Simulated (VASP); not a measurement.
# Cu (Fm-3m) in VASP: further runs

Runs on Cu. Level: LDA. Tasks: single point, relaxation of cell and atoms.

Program: VASP 6.6.1. These are calculated values, not measurements. Logs are shortened: lines on timing, memory, paths and dates and some standing lists are left out, and cuts for length are marked.

### Step 1. The cell of the first run

The structure is cubic, space group Fm-3m (No. 225). The conventional cell has a = 3.650 Å, b = 3.650 Å, c = 3.650 Å, α = 90.00°, β = 90.00°, γ = 90.00°. Cu (site symmetry m-3m) has 12 Cu at 2.58 Å within 3.4 Å.

### Step 2. Single point, LDA

The input, INCAR:

```
SYSTEM = Cu
PREC     = Accurate       ! precision mode
ENCUT    = 520            ! plane-wave cutoff, eV
EDIFF    = 1E-7           ! SCF threshold, eV
ISMEAR   = 0              ! smearing method
SIGMA    = 0.1            ! smearing width, eV
LREAL    = .False.        ! projectors in reciprocal space
LASPH    = .True.         ! aspherical terms in the spheres
NELM     = 60             ! most SCF steps
ALGO     = Normal         ! electronic algorithm
ISIF     = 2              ! what is computed and relaxed
LWAVE    = .False.        ! write WAVECAR
LCHARG   = .True.         ! write CHGCAR
GGA      = CA             ! functional
LELF     = .True.         ! ELF
LVHAR    = .True.       
NBANDS   = 12             ! bands
```

The input, KPOINTS:

```
regular mesh
0
Gamma
  8 8 8
  0 0 0
```

The input, POSCAR:

```
Cu
1.0
    0.0000000000      1.8250000000      1.8250000000
    1.8250000000      0.0000000000      1.8250000000
    1.8250000000      1.8250000000      0.0000000000
Cu
1
Direct
    0.0000000000      0.0000000000      0.0000000000
```

Potentials or basis: VASP PAW LDA potentials, release 64 (Cu).

Started as:

```bash
> cat potpaw_LDA.64/Cu/POTCAR > POTCAR
> mpirun -np 1 vasp_std > vasp.out
```

OUTCAR:

```text
SYSTEM = Cu
   PREC = Accurate
   ENCUT = 520
   EDIFF = 1E-7
   ISMEAR = 0
   LREAL = .False.
   LASPH = .True.
   NELM = 60
   ISIF = 2
   GGA = CA

 ion  position               nearest neighbor table
   1  0.000  0.000  0.000-

  LATTYP: Found a face centered cubic cell.
 ALAT       =     3.6500000000

  Lattice vectors:

 A1 = (   0.0000000000,   1.8250000000,   1.8250000000)
 A2 = (   1.8250000000,   0.0000000000,   1.8250000000)
 A3 = (   1.8250000000,   1.8250000000,   0.0000000000)

Analysis of symmetry for initial positions (statically):
=====================================================================
 Subroutine PRICEL returns:
 Original cell was already a primitive cell.

 Routine SETGRP: Setting up the symmetry group for a
 face centered cubic supercell.

 Subroutine GETGRP returns: Found 48 space group operations
 (whereof 48 operations were pure point group operations)
 out of a pool of 48 trial point group operations.

The static configuration has the point symmetry O_h .

Analysis of symmetry for dynamics (positions and initial velocities):
=====================================================================
 Subroutine PRICEL returns:
 Original cell was already a primitive cell.

 Routine SETGRP: Setting up the symmetry group for a
 face centered cubic supercell.

 Subroutine GETGRP returns: Found 48 space group operations
 (whereof 48 operations were pure point group operations)
 out of a pool of 48 trial point group operations.

The dynamic configuration has the point symmetry O_h .

 Subroutine INISYM returns: Found 48 space group operations
 (whereof 48 operations are pure point group operations),
 and found     1 'primitive' translations

----------------------------------------------------------------------------------------

                                     Primitive cell

  volume of cell :      12.1568

  direct lattice vectors                    reciprocal lattice vectors
     0.000000000  1.825000000  1.825000000    -0.273972603  0.273972603  0.273972603
     1.825000000  0.000000000  1.825000000     0.273972603 -0.273972603  0.273972603
     1.825000000  1.825000000  0.000000000     0.273972603  0.273972603 -0.273972603

  length of vectors
     2.580939751  2.580939751  2.580939751     0.474534468  0.474534468  0.474534468

  position of ions in fractional coordinates (direct lattice)
     0.000000000  0.000000000  0.000000000

  ion indices of the primitive-cell ions
   primitive index   ion index
                 1           1

----------------------------------------------------------------------------------------

 KPOINTS: regular mesh

Automatic generation of k-mesh.
 Grid dimensions read from file:
 generate k-points for:    8    8    8

 Generating k-lattice:

  Cartesian coordinates                     Fractional coordinates (reciprocal lattice)
    -0.034246575  0.034246575  0.034246575     0.125000000  0.000000000  0.000000000
     0.034246575 -0.034246575  0.034246575     0.000000000  0.125000000  0.000000000
     0.034246575  0.034246575 -0.034246575     0.000000000  0.000000000  0.125000000

  Length of vectors
     0.059316808  0.059316808  0.059316808

  Shift w.r.t. Gamma in fractional coordinates (k-lattice)
     0.000000000  0.000000000  0.000000000

 Subroutine IBZKPT returns following result:
 ===========================================

 Found     29 irreducible k-points:

 Following reciprocal coordinates:
            Coordinates               Weight
  0.000000  0.000000  0.000000      1.000000
  0.125000  0.000000  0.000000      8.000000
  0.250000  0.000000  0.000000      8.000000
  0.375000  0.000000  0.000000      8.000000
  0.500000  0.000000  0.000000      4.000000
  0.125000  0.125000  0.000000      6.000000
[... 16 lines left out ...]
  0.500000  0.250000  0.125000     48.000000
 -0.375000  0.250000  0.125000     24.000000
 [... further k-points ...]
   k-points           NKPTS =     29   k-points in BZ     NKDIM =     29   number of bands    NBANDS=     12
   number of dos      NEDOS =    301   number of ions     NIONS =      1
   total plane-waves  NPLWV =   8000
   dimension x,y,z NGX =    20 NGY =   20 NGZ =   20
   dimension x,y,z NGXF=    40 NGYF=   40 NGZF=   40
   ions per type =               1
   NGX,Y,Z   is equivalent  to a cutoff of  12.88, 12.88, 12.88 a.u.
   NGXF,Y,Z  is equivalent  to a cutoff of  25.77, 25.77, 25.77 a.u.
 SYSTEM =  Cu
   PREC   = accura    normal or accurate (medium, high low for compatibility)
   ISTART =      0    job   : 0-new  1-cont  2-samecut
   ICHARG =      2    charge: 1-file 2-atom 10-const
   ISPIN  =      1    spin polarized calculation?
   LNONCOLLINEAR =      F non collinear calculations
   LSORBIT =      F    spin-orbit coupling
   LASPH  =      T    aspherical Exc in radial PAW
   ENCUT  =  520.0 eV  38.22 Ry    6.18 a.u.   4.80  4.80  4.80*2*pi/ulx,y,z
   NELM   =     60;   NELMIN=  2; NELMDL= -5     # of ELM steps
   EDIFF  = 0.1E-06   stopping-criterion for ELM
   LREAL  =      F    real-space projection
   EDIFFG = 0.1E-05   stopping-criterion for IOM
   NSW    =      0    number of steps for IOM
   IBRION =     -1    ionic relax: 0-MD 1-quasi-New 2-CG
   NFREE  =      0    steps in history (QN), initial steepest desc. (CG)
   ISIF   =      2    stress and relaxation
   ISYM   =      2    0-nonsym 1-usesym 2-fastsym
   POTIM  = 0.5000    time-step for ionic-motion
   TEBEG  =    0.0;   TEEND  =   0.0 temperature during run
   PSTRESS=    0.0 pullay stress
   NELECT =      11.0000    total number of electrons
   NUPDOWN=      -1.0000    fix difference up-down
   EMIN   =  10.00;   EMAX   =-10.00  energy-range for DOS
   EFERMI =   0.00;   METHOD = LEGACY
   ISMEAR =     0;   SIGMA  =   0.10  broadening in eV -4-tet -1-fermi 0-gaus
   EFERMI_NEDOS =   21; number of points for ismear=-14 and -15
   IALGO  =     38    algorithm
   IMIX   =      4    mixing-type and parameters
     AMIX     =   0.40;   BMIX     =  1.00
     AMIX_MAG =   1.60;   BMIX_MAG =  1.00
  volume/ion in A,a.u.               =      12.16        82.04
  Fermi-wavevector in a.u.,A,eV,Ry     =   1.583432  2.992253 34.113318  2.507258
  Thomas-Fermi vector in A             =   2.683204
   LORBIT       =      0    0 simple, 1 ext, 2 COOP (PROOUT), +10 PAW based schemes
   GGA     = CA    functional components
   LHFCALC =     F    Hartree Fock is set to
   AEXX    =    0.0000 exact exchange contribution
   IVDW    =     0    specifies the selected vdW correction
   LEPSILON=     F    determine dielectric tensor
   LRPA    =     F    only Hartree local field effects (RPA)
 non-spin polarized calculation
 Gauss-broadening in eV      SIGMA  =   0.10
  energy-cutoff  :      520.00
  volume of cell :       12.16
 maximum number of plane-waves:       342
   NGX =  9   NGY =  9   NGZ =  9

 number of electron      10.9999992 magnetization

 Free energy of the ion-electron system (eV)
  ---------------------------------------------------
  ext. energy  EPLUGINS =         0.00000000
  ---------------------------------------------------
  free energy    TOTEN  =        -4.61645931 eV

  energy without entropy =       -4.61341206  energy(sigma->0) =       -4.61493568

 E-fermi :   6.8857     XC(G=0): -12.9334

 val. band max:        6.8111219638   @ k =   0.5000   0.2500   0.1250
 cond. band min:       7.1270707500   @ k =   0.5000   0.1250   0.0000
 fundamental gap:      0.3159487862
 Fermi energy:         6.8856622797

 k-point     1 :       0.0000    0.0000    0.0000
  band No.  band energies     occupation
      1      -2.1493      2.00000
      2       4.0064      2.00000
      3       4.0064      2.00000
      4       4.0064      2.00000
      5       4.8080      2.00000
      6       4.8080      2.00000
      7      29.4380      0.00000
      8      31.6697      0.00000
      9      31.6697      0.00000
     10      31.6697      0.00000
     11      34.1975      0.00000
     12      34.1975      0.00000

 k-point     2 :       0.1250    0.0000    0.0000
  band No.  band energies     occupation
      1      -1.5978      2.00000
      2       3.9028      2.00000
      3       4.0968      2.00000
      4       4.0968      2.00000
      5       4.7804      2.00000
      6       4.7804      2.00000
      7      25.4627      0.00000
      8      29.9605      0.00000
      9      30.4866      0.00000
     10      30.4866      0.00000
     11      36.1106      0.00000
     12      36.1115      0.00000

 k-point     3 :       0.2500    0.0000    0.0000
  band No.  band energies     occupation
      1      -0.0702      2.00000
      2       3.7728      2.00000
      3       4.1601      2.00000
      4       4.1601      2.00000
      5       4.8865      2.00000
      6       4.8865      2.00000
      7      19.1720      0.00000
      8      29.2648      0.00000
      9      29.2648      0.00000
     10      29.2917      0.00000
     11      34.9512      0.00000
     12      34.9512      0.00000
[... 286 lines left out ...]
 k-point    23 :       0.5000    0.2500    0.1250
  band No.  band energies     occupation
      1       2.4861      2.00000
      2       3.4661      2.00000
      3       3.7519      2.00000
      4       4.5432      2.00000
      5       5.1300      2.00000
      6       6.8111      1.70819
      7      14.7932      0.00000
      8      20.1628      0.00000
      9      23.0178      0.00000
     10      30.4217      0.00000
     11      33.9236      0.00000
     12      37.5117      0.00000

 k-point    24 :      -0.3750    0.2500    0.1250
  band No.  band energies     occupation
      1       2.7746      2.00000
      2       3.4650      2.00000
      3       3.9605      2.00000
      4       4.4451      2.00000
      5       5.2978      2.00000
      6       9.0779      0.00000
      7      11.0661      0.00000
      8      20.9528      0.00000
      9      21.1586      0.00000
     10      30.1395      0.00000
     11      33.8012      0.00000
     12      41.1809      0.00000

 [... further k-points ...]
[... 5 lines left out ...]
  --------------------------------------------------------------------------------------
  -------------------------------------------------------------------------------------
  Total       -1.0807131     -1.0807131     -1.0807131     -0.0000000     -0.0000000      0.0000000
  in kB     -142.4303028   -142.4303028   -142.4303028     -0.0000000     -0.0000000      0.0000000
  external PRESSURE =    -142.4303028 kB  Pullay stress =       0.0000000 kB

 VOLUME and BASIS-vectors are now :
 -----------------------------------------------------------------------------
  energy-cutoff  :      520.00
  volume of cell :       12.16
      direct lattice vectors                 reciprocal lattice vectors
     0.000000000  1.825000000  1.825000000    -0.273972603  0.273972603  0.273972603
     1.825000000  0.000000000  1.825000000     0.273972603 -0.273972603  0.273972603
     1.825000000  1.825000000  0.000000000     0.273972603  0.273972603 -0.273972603

 POSITION                                       TOTAL-FORCE (eV/Angst)
 -----------------------------------------------------------------------------------
      0.00000      0.00000      0.00000        -0.000000      0.000000      0.000000
 -----------------------------------------------------------------------------------
    total drift:                                0.000000      0.000000      0.000000

  FREE ENERGIE OF THE ION-ELECTRON SYSTEM (eV)
  ---------------------------------------------------
  free  energy   TOTEN  =        -4.6164593065 eV

  energy  without entropy=       -4.6134120572  energy(sigma->0) =       -4.61493568
```

Run time: 5.4 s. Hardware: 1 thread of Intel Xeon Platinum 8175M at 2.50GHz (Skylake/Cascade Lake), shared host; peak memory 0.11 GiB.

What came out:

```yaml
Free_energy: -4.6165 eV
Pressure: -14.2 GPa
```

Levels at points of the mesh, in eV from the Fermi level:
```csv
k point,band 4,band 5,band 6,band 7,band 8,band 9
"(0.00, 0.00, 0.00)",-2.88,-2.08,-2.08,22.55,24.78,24.78
"(0.50, 0.00, 0.00)",-1.53,-1.53,-0.80,3.68,21.08,21.56
"(0.50, 0.50, 0.00)",-1.40,-1.40,1.61,7.00,12.88,12.88
```

Caveat: the k points lie up to 0.37 Å⁻¹ apart.

### Step 3. Single point, LDA

This run uses another cell than the first one, of 10.90 Å³/atom, 0.897 times its volume.

The input, INCAR:

```
SYSTEM = Cu
PREC     = Accurate       ! precision mode
ENCUT    = 520            ! plane-wave cutoff, eV
EDIFF    = 1E-6           ! SCF threshold, eV
ISMEAR   = 0              ! smearing method
SIGMA    = 0.1            ! smearing width, eV
LREAL    = .FALSE.        ! projectors in reciprocal space
LASPH    = .TRUE.         ! aspherical terms in the spheres
NELM     = 60             ! most SCF steps
ALGO     = Fast           ! electronic algorithm
ISIF     = 2              ! what is computed and relaxed
LWAVE    = .FALSE.        ! write WAVECAR
LCHARG   = .FALSE.        ! write CHGCAR
NBANDS   = 12             ! bands
```

The input, KPOINTS:

```
regular mesh
0
G
  10 10 10
  0 0 0
```

The input, POSCAR:

```
Cu
1.0
    0.0000000000      1.7598111923      1.7598111923
    1.7598111923      0.0000000000      1.7598111923
    1.7598111923      1.7598111923      0.0000000000
Cu
1
Direct
    0.0000000000      0.0000000000      0.0000000000
```

Potentials or basis: VASP PAW LDA potentials, release 64 (Cu).

Started as:

```bash
> cat potpaw_LDA.64/Cu/POTCAR > POTCAR
> mpirun -np 1 vasp_std > vasp.out
```

OUTCAR:

```text
SYSTEM = Cu
   PREC = Accurate
   ENCUT = 520
   EDIFF = 1E-6
   ISMEAR = 0
   LREAL = .FALSE.
   LASPH = .TRUE.
   NELM = 60
   ISIF = 2

 ion  position               nearest neighbor table
   1  0.000  0.000  0.000-

  LATTYP: Found a face centered cubic cell.
 ALAT       =     3.5196223846

  Lattice vectors:

 A1 = (   0.0000000000,   1.7598111923,   1.7598111923)
 A2 = (   1.7598111923,   0.0000000000,   1.7598111923)
 A3 = (   1.7598111923,   1.7598111923,   0.0000000000)

Analysis of symmetry for initial positions (statically):
[... 530 lines left out ...]
      5       6.6026      2.00000
      6       7.2550      2.00000
      7      21.1156      0.00000
      8      22.0684      0.00000
      9      24.0185      0.00000
     10      28.3837      0.00000
     11      32.4412      0.00000
     12      47.5712      0.00000

 [... further k-points ...]
[... 5 lines left out ...]
  --------------------------------------------------------------------------------------
  -------------------------------------------------------------------------------------
  Total        0.0759977      0.0759977      0.0759977     -0.0000000      0.0000000      0.0000000
  in kB       11.1707694     11.1707694     11.1707694     -0.0000000      0.0000000      0.0000000
  external PRESSURE =      11.1707694 kB  Pullay stress =       0.0000000 kB

 VOLUME and BASIS-vectors are now :
 -----------------------------------------------------------------------------
  energy-cutoff  :      520.00
  volume of cell :       10.90
      direct lattice vectors                 reciprocal lattice vectors
     0.000000000  1.759811192  1.759811192    -0.284121389  0.284121389  0.284121389
     1.759811192  0.000000000  1.759811192     0.284121389 -0.284121389  0.284121389
     1.759811192  1.759811192  0.000000000     0.284121389  0.284121389 -0.284121389

 POSITION                                       TOTAL-FORCE (eV/Angst)
 -----------------------------------------------------------------------------------
      0.00000      0.00000      0.00000         0.000000      0.000000      0.000000
 -----------------------------------------------------------------------------------
    total drift:                                0.000000      0.000000      0.000000

  FREE ENERGIE OF THE ION-ELECTRON SYSTEM (eV)
  ---------------------------------------------------
  free  energy   TOTEN  =        -4.6934952781 eV

  energy  without entropy=       -4.6899684045  energy(sigma->0) =       -4.69173184
```

OSZICAR:

```text
N       E                     dE             d eps       ncg     rms          rms(c)
DAV:   1     0.412404778378E+02    0.41240E+02   -0.53787E+03  1276   0.160E+03
DAV:   2    -0.440681376009E+01   -0.45647E+02   -0.42256E+02  1176   0.208E+02
DAV:   3    -0.570672882748E+01   -0.12999E+01   -0.12943E+01  1320   0.394E+01
DAV:   4    -0.571460529090E+01   -0.78765E-02   -0.78753E-02  1276   0.275E+00
DAV:   5    -0.571468018647E+01   -0.74896E-04   -0.74893E-04  1352   0.271E-01    0.806E+00
RMM:   6    -0.503646360214E+01    0.67822E+00   -0.31132E+00  1407   0.333E+01    0.422E+00
RMM:   7    -0.471429527206E+01    0.32217E+00   -0.44365E-01  1405   0.120E+01    0.111E+00
RMM:   8    -0.469533597039E+01    0.18959E-01   -0.20177E-02  1437   0.144E+00    0.318E-01
RMM:   9    -0.469343725337E+01    0.18987E-02   -0.37487E-03  1451   0.114E+00    0.297E-02
RMM:  10    -0.469349238810E+01   -0.55135E-04   -0.68141E-04  1499   0.325E-01    0.208E-02
RMM:  11    -0.469349567365E+01   -0.32855E-05   -0.86658E-05  1584   0.104E-01    0.122E-02
RMM:  12    -0.469349500307E+01    0.67058E-06   -0.18030E-05  1497   0.545E-02    0.599E-03
RMM:  13    -0.469349527805E+01   -0.27499E-06   -0.36176E-06  1132   0.189E-02
   1 F= -.46934953E+01 E0= -.46917318E+01  d E =-.352687E-02
```

Run time: 8.7 s. Hardware: 1 thread of Intel Xeon Platinum 8175M at 2.50GHz (Skylake/Cascade Lake), shared host; peak memory 0.11 GiB.

Results:

```
Free energy : -4.6935 eV
Pressure    : 1.1 GPa
```

Levels at points of the mesh, in eV from the Fermi level:
```tsv
k point	band 3	band 4	band 5	band 6	band 7	band 8	band 9	band 10
(0.00, 0.00, 0.00)	-3.21	-3.21	-2.26	-2.26	23.44	26.56	26.56	26.56
(0.50, 0.00, 0.00)	-3.24	-1.62	-1.62	-1.09	4.27	21.92	23.32	23.32
(0.50, 0.50, 0.00)	-1.63	-1.46	-1.46	1.56	7.82	13.77	13.77	18.61
```

### Step 4. Relaxation of cell and atoms, LDA

The input, INCAR:

```
SYSTEM = Cu
PREC = Accurate
ENCUT = 600
EDIFF = 1E-6
ISMEAR = 0
SIGMA = 0.1
LREAL = .False.
LASPH = .True.
NELM = 80
ALGO = Normal
ISIF = 3
LWAVE = .False.
LCHARG = .False.
IBRION = 2
NSW = 100
EDIFFG = -0.05
```

The input, KPOINTS:

```
regular mesh
0
Gamma
  10 10 10
  0 0 0
```

The input, POSCAR:

```
Cu
1.0
    0.0000000000      1.8250000000      1.8250000000
    1.8250000000      0.0000000000      1.8250000000
    1.8250000000      1.8250000000      0.0000000000
Cu
1
Direct
    0.0000000000      0.0000000000      0.0000000000
```

Started as:

```bash
> cat potpaw_LDA.64/Cu/POTCAR > POTCAR
> mpirun -np 1 vasp_std > vasp.out
```

Wall time 14 s (1 thread of Intel Xeon Platinum 8175M at 2.50GHz (Skylake/Cascade Lake), shared host); peak memory 0.14 GiB.

It converged, with:

- Free energy: -4.6942 eV
- Relaxed volume: 10.95 Å³/atom
- Relaxed cell: a = 2.492 Å, b = 2.492 Å, c = 2.492 Å, α = 60.00°, β = 60.00°, γ = 60.00°
- Space group after relaxing (to 0.05 Å): Fm-3m (No. 225)
- Energy gained by relaxing: 62.4 meV/atom
- Ionic steps: 3
- Pressure after relaxing: -0.1 GPa

Step by step:
```
step  energy change (eV)  largest force (eV/Å)  pressure (GPa)  volume (Å³)
   1              0.0000                0.0000          -14.77        12.16
   2             -0.0375                0.0000           12.95        10.29
   3             -0.0624                0.0000           -0.10        10.95
```

Final structure:
```
Cu
1.0
     0.00000    1.76226    1.76226
     1.76226    0.00000    1.76226
     1.76226    1.76226    0.00000
Cu
1
Cartesian
  1.7623 0.0000 1.7623
```

Levels at points of the mesh, in eV from the Fermi level:
```
           k point  band 2  band 3  band 4  band 5  band 6  band 7  band 8  band 9
(0.00, 0.00, 0.00)   -3.20   -3.20   -3.20   -2.25   -2.25   23.41   26.49   26.49
(0.50, 0.00, 0.00)   -3.23   -3.23   -1.61   -1.61   -1.08    4.25   21.89   23.25
(0.50, 0.50, 0.00)   -4.76   -1.63   -1.46   -1.46    1.56    7.79   13.73   13.73
```

### Step 5. Overview

```tsv
task	cell	k mesh	cutoff (eV)	gap on the mesh (eV)	pressure (GPa)
single point	a = 2.581 Å, angles 60.0°, 1 atom	8 × 8 × 8	520	none	-14.2
single point	a = 2.489 Å, angles 60.0°, 1 atom	10 × 10 × 10	520	none	1.1
relaxation of cell and atoms	relaxed from a = 2.581 Å, angles 60.0°, 1 atom	10 × 10 × 10	600	none	-0.1
```

Alike in all rows: level LDA; potentials or basis VASP PAW LDA potentials, release 64 (Cu); no spin polarisation; smearing gaussian 0.1 eV.

Caveats: some runs use coarse meshes.

Total energies depend on the potentials used, so only differences within one code and one set of settings carry meaning.
